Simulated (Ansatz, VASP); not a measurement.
**SrTiO3 in VASP and in Ansatz**

```
CELL_PARAMETERS angstrom
3.91270 0.00000 0.00000
0.00000 3.91270 0.00000
0.00000 0.00000 3.91270
ATOMIC_POSITIONS crystal
Sr 0.00000 0.00000 0.00000
Ti 0.50000 0.50000 0.50000
O 0.50000 0.00000 0.50000
O 0.50000 0.50000 0.00000
O 0.00000 0.50000 0.50000
```

Alike in both runs: task single point; functional PBE; k mesh 1 × 1 × 1; collinear spin.

|  | VASP | Ansatz |
| --- | --- | --- |
| version | VASP 6.6.1 | Ansatz 0.2.0 |
| potentials or method | VASP PAW PBE potentials, release 64 (Sr_sv, Ti_sv, O), cutoff 600 eV | scalar-relativistic, plane waves, PAW |
| occupations | methfessel-paxton of order 1, width 0.1 eV | cold |
| valence electrons in the cell | 40 | 40 |

|  | VASP | Ansatz | Ansatz less VASP |
| --- | --- | --- | --- |
| gap on the k mesh at the Fermi level (eV) | 0.06 | 0.10 | +0.044 |
| least direct gap on the mesh (eV) | 0.06 | 0.10 | +0.044 |
| net moment per atom (μB) | 0.22 | 0.00 | -0.225 |
| size of the moment on the site where the two differ most (μB) | 0.32 | 0.00 | -0.315 |

The net moments are unlike, so the other rows may belong to different states. Site moments also hang on the region over which each program counts them. Ansatz's warnings: seeded moment not kept, stability check not made.

The k mesh is coarse, so the values compare programs but aren't converged.
